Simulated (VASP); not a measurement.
# InP (I-4m2) in VASP: notebook, part 2 of 2

VASP 6.6.1. The steps go on from the part before.

### 5 Single point, PBEsol (strain +0.0375 x Voigt [1, 1, 0, 0, 0, 0])

The input, INCAR:

```
SYSTEM = InP
  ALGO = Normal
  EDIFF = 1E-6
  ENCUT = 520
  GGA = PS
  ISIF = 2
  ISMEAR = 0
  LASPH = .TRUE.
  LCHARG = .FALSE.
  LREAL = .FALSE.
  LWAVE = .FALSE.
  NBANDS = 16
  NELM = 60
  PREC = Accurate
  SIGMA = 0.05
```

The input, KPOINTS:

```
k-points
0
G
  8 8 8
  0 0 0
```

The input, POSCAR:

```
InP
1.0
    0.0000000000      3.0403937500      2.9305000000
    3.0403937500      0.0000000000      2.9305000000
    3.0403937500      3.0403937500      0.0000000000
In P
1 1
Direct
    0.0000000000      0.0000000000      0.0000000000
    0.7500000000      0.7500000000      0.7500000000
```

Potentials or basis: VASP PAW PBE potentials, release 64 (In_d, P).

Command:

```bash
$ cat potpaw_PBE.64/In_d/POTCAR potpaw_PBE.64/P/POTCAR > POTCAR
$ mpirun -np 1 vasp_std > vasp.out
```

OUTCAR:

```text
SYSTEM = InP
   EDIFF = 1E-6
   ENCUT = 520
   GGA = PS
   ISIF = 2
   ISMEAR = 0
   LASPH = .TRUE.
   LREAL = .FALSE.
   NELM = 60
   PREC = Accurate

 ion  position               nearest neighbor table
   1  0.000  0.000  0.000-   2 2.60   2 2.60   2 2.60   2 2.60
   2  0.750  0.750  0.750-   1 2.60   1 2.60   1 2.60   1 2.60

  LATTYP: Found a body centered tetragonal cell.
 ALAT       =     4.2997660762
 C/A-ratio  =     1.3630974095

  Lattice vectors:

 A1 = (   0.0000000000,  -3.0403937500,  -2.9305000000)
 A2 = (   0.0000000000,   3.0403937500,  -2.9305000000)
 A3 = (   3.0403937500,   0.0000000000,   2.9305000000)

Analysis of symmetry for initial positions (statically):
=====================================================================
 Subroutine PRICEL returns:
 Original cell was already a primitive cell.

 Routine SETGRP: Setting up the symmetry group for a
 body centered tetragonal supercell.

 Subroutine GETGRP returns: Found  8 space group operations
 (whereof  8 operations were pure point group operations)
 out of a pool of 16 trial point group operations.

The static configuration has the point symmetry D_2d.

Analysis of symmetry for dynamics (positions and initial velocities):
=====================================================================
 Subroutine PRICEL returns:
 Original cell was already a primitive cell.

 Routine SETGRP: Setting up the symmetry group for a
 body centered tetragonal supercell.

 Subroutine GETGRP returns: Found  8 space group operations
 (whereof  8 operations were pure point group operations)
 out of a pool of 16 trial point group operations.

The dynamic configuration has the point symmetry D_2d.

 Subroutine INISYM returns: Found  8 space group operations
 (whereof  8 operations are pure point group operations),
 and found     1 'primitive' translations

----------------------------------------------------------------------------------------

[... 106 lines left out ...]
   EFERMI =   0.00;   METHOD = LEGACY
   ISMEAR =     0;   SIGMA  =   0.05  broadening in eV -4-tet -1-fermi 0-gaus
   EFERMI_NEDOS =   21; number of points for ismear=-14 and -15
   IALGO  =     38    algorithm
   IMIX   =      4    mixing-type and parameters
     AMIX     =   0.40;   BMIX     =  1.00
     AMIX_MAG =   1.60;   BMIX_MAG =  1.00
  volume/ion in A,a.u.               =      27.09       182.81
  Fermi-wavevector in a.u.,A,eV,Ry     =   1.133849  2.142664 17.491833  1.285613
  Thomas-Fermi vector in A             =   2.270552
   LORBIT       =      0    0 simple, 1 ext, 2 COOP (PROOUT), +10 PAW based schemes
   GGA     = PS    functional components
   LHFCALC =     F    Hartree Fock is set to
   AEXX    =    0.0000 exact exchange contribution
   IVDW    =     0    specifies the selected vdW correction
   LEPSILON=     F    determine dielectric tensor
   LRPA    =     F    only Hartree local field effects (RPA)
 non-spin polarized calculation
 Gauss-broadening in eV      SIGMA  =   0.05
  energy-cutoff  :      520.00
  volume of cell :       54.18
 maximum number of plane-waves:      1484
   NGX = 15   NGY = 15   NGZ = 15

 number of electron      17.9999993 magnetization

 Free energy of the ion-electron system (eV)
  ---------------------------------------------------
  ext. energy  EPLUGINS =         0.00000000
  ---------------------------------------------------
  free energy    TOTEN  =        -9.10718920 eV

  energy without entropy =       -9.10715610  energy(sigma->0) =       -9.10717265

 E-fermi :   4.4768     XC(G=0):  -9.1597

 val. band max:        4.4219393979   @ k =   0.0000   0.0000   0.0000
 cond. band min:       4.5315949160   @ k =   0.0000   0.0000   0.0000
 fundamental gap:      0.1096555181
 Fermi energy:         4.4767671539

 k-point     1 :       0.0000    0.0000    0.0000
  band No.  band energies     occupation
      1      -9.7047      2.00000
      2      -9.7047      2.00000
      3      -9.6904      2.00000
      4      -9.5829      2.00000
      5      -9.5768      2.00000
      6      -6.7435      2.00000
[... 433 lines left out ...]
      3      -9.6613      2.00000
      4      -9.5834      2.00000
      5      -9.5687      2.00000
      6      -5.6355      2.00000
[... 8 lines left out ...]
     15      13.8670      0.00000
     16      14.2844      0.00000

 [... further k-points ...]
[... 5 lines left out ...]
  --------------------------------------------------------------------------------------
  -------------------------------------------------------------------------------------
  Total       -1.4389126     -1.4389126     -0.9352095      0.0000000      0.0000000     -0.0000000
  in kB      -42.5513756    -42.5513756    -27.6559206      0.0000000      0.0000000     -0.0000000
  external PRESSURE =     -37.5862240 kB  Pullay stress =       0.0000000 kB

 VOLUME and BASIS-vectors are now :
 -----------------------------------------------------------------------------
  energy-cutoff  :      520.00
  volume of cell :       54.18
      direct lattice vectors                 reciprocal lattice vectors
     0.000000000  3.040393750  2.930500000    -0.164452384  0.164452384  0.170619348
     3.040393750  0.000000000  2.930500000     0.164452384 -0.164452384  0.170619348
     3.040393750  3.040393750  0.000000000     0.164452384  0.164452384 -0.170619348

 POSITION                                       TOTAL-FORCE (eV/Angst)
 -----------------------------------------------------------------------------------
      0.00000      0.00000      0.00000        -0.000000     -0.000000     -0.000000
      4.56059      4.56059      4.39575         0.000000      0.000000      0.000000
 -----------------------------------------------------------------------------------
    total drift:                                0.000000      0.000000      0.000000

  FREE ENERGIE OF THE ION-ELECTRON SYSTEM (eV)
  ---------------------------------------------------
  free  energy   TOTEN  =        -9.1071892046 eV

  energy  without entropy=       -9.1071560957  energy(sigma->0) =       -9.10717265
```

stdout:

```text
POSCAR found type information on POSCAR InP
 POSCAR found :  2 types and       2 ions
 scaLAPACK will be used
 -----------------------------------------------------------------------------
|                                                                             |
|                                                                             |
|     You enforced a specific xc type in the INCAR file but a different       |
|     I HOPE YOU KNOW WHAT YOU ARE DOING!                                     |
|                                                                             |
 -----------------------------------------------------------------------------

 LDA part: xc-table for (Slater+PW92), standard interpolation
 POSCAR, INCAR and KPOINTS ok, starting setup
 FFT: planning ... GRIDC
 FFT: planning ... GRID_SOFT
 FFT: planning ... GRID
 WAVECAR not read
 entering main loop
```

It took 29 s on 1 thread of Intel Xeon 6975P-C (Granite Rapids), shared host; peak memory 0.2 GiB.

What came out:

| Item | Value |
| --- | --- |
| Free energy | -9.1072 eV |
| Pressure | -3.8 GPa |
| Band gap on the k mesh | 0.11 eV, direct |

Stress tensor (GPa, compression positive):
```
-4.26  0.00  0.00
 0.00 -4.26  0.00
 0.00  0.00 -2.77
```

Caveat: the cell differs from its parent crystal (strain +0.0375 x Voigt [1, 1, 0, 0, 0, 0]); the PAW data sets were made with another functional, which shifts forces and pressure a little; spin-orbit coupling is left out, which moves the levels of the heavy elements.

### 6 Single point, PBEsol (strain +0.0750 x Voigt [1, 1, 0, 0, 0, 0])

The input, INCAR:

```
SYSTEM = InP
PREC = Accurate ; ENCUT = 520
EDIFF = 1E-6 ; ISMEAR = 0
SIGMA = 0.05 ; LREAL = .False.
LASPH = .True. ; NELM = 100
ALGO = Normal ; ISIF = 2
LWAVE = .False. ; LCHARG = .False.
GGA = PS ; NBANDS = 16
```

The input, KPOINTS:

```
Automatic mesh
0
Gamma
  8 8 8
  0 0 0
```

The input, POSCAR:

```
InP
1.0
    0.0000000000      3.1502875000      2.9305000000
    3.1502875000      0.0000000000      2.9305000000
    3.1502875000      3.1502875000      0.0000000000
In P
1 1
Direct
    0.0000000000      0.0000000000      0.0000000000
    0.7500000000      0.7500000000      0.7500000000
```

Potentials or basis: VASP PAW PBE potentials, release 64 (In_d, P).

Command:

```bash
$ cat potpaw_PBE.64/In_d/POTCAR potpaw_PBE.64/P/POTCAR > POTCAR
$ mpirun -np 1 vasp_std > vasp.out
```

It took 42 s on 1 thread of Intel Xeon 6975P-C (Granite Rapids), shared host; peak memory 0.21 GiB.

It converged, with:

```
Free energy            : -8.9594 eV
Pressure               : -6.6 GPa
Band gap on the k mesh : 0.22 eV, indirect (least direct gap 0.27 eV)
```

Stress tensor (GPa, compression positive):
```
-7.52  0.00  0.00
 0.00 -7.52  0.00
 0.00  0.00 -4.78
```

Levels at points of the mesh, in eV from the valence-band top:
| k point | band 6 | band 7 | band 8 | band 9 | band 10 | band 11 | band 12 | band 13 |
| --- | --- | --- | --- | --- | --- | --- | --- | --- |
| (0.00, 0.00, 0.00) | -10.60 | -0.14 | -0.05 | -0.05 | 0.22 | 3.97 | 4.10 | 4.10 |
| (0.50, 0.00, 0.00) | -9.28 | -5.06 | -0.94 | -0.56 | 1.05 | 4.53 | 4.99 | 6.65 |
| (0.50, 0.50, 0.00) | -8.66 | -4.94 | -2.09 | -2.09 | 1.71 | 1.78 | 8.58 | 8.58 |
| (0.50, 0.00, 0.50) | -8.84 | -5.31 | -1.74 | -1.72 | 2.00 | 2.36 | 8.06 | 8.27 |

Caveat: the cell differs from its parent crystal (strain +0.0750 x Voigt [1, 1, 0, 0, 0, 0]); the PAW data sets were made with another functional, which shifts forces and pressure a little; spin-orbit coupling is left out, which moves the levels of the heavy elements. A k mesh can miss the band edges.

### 7 Overview

| cell | gap on the mesh (eV) | pressure (GPa) |
| --- | --- | --- |
| a = 3.846, b = 3.846, c = 3.523 Å, angles 62.7, 62.7, 54.5°, 2 atoms | 0.15 | 44.7 |
| a = 3.918, b = 3.918, c = 3.678 Å, angles 62.0, 62.0, 56.0°, 2 atoms | 0.61 | 27.9 |
| a = 3.992, b = 3.992, c = 3.834 Å, angles 61.3, 61.3, 57.4°, 2 atoms | 1.01 | 15.7 |
| a = 4.223, b = 4.223, c = 4.300 Å, angles 59.4, 59.4, 61.2°, 2 atoms | 0.11 | -3.8 |
| a = 4.303, b = 4.303, c = 4.455 Å, angles 58.8, 58.8, 62.4°, 2 atoms | 0.22 | -6.6 |

Alike in all rows: task single point; level PBEsol; potentials or basis VASP PAW PBE potentials, release 64 (In_d, P); no spin polarisation; k mesh 8 × 8 × 8; cutoff (eV) 520; smearing gaussian 0.05 eV.

Caveats: the PAW data sets were made with another functional, which shifts forces and pressure a little; spin-orbit coupling is left out, which moves the levels of the heavy elements.

Absolute energies hang on the potentials; compare differences alone.
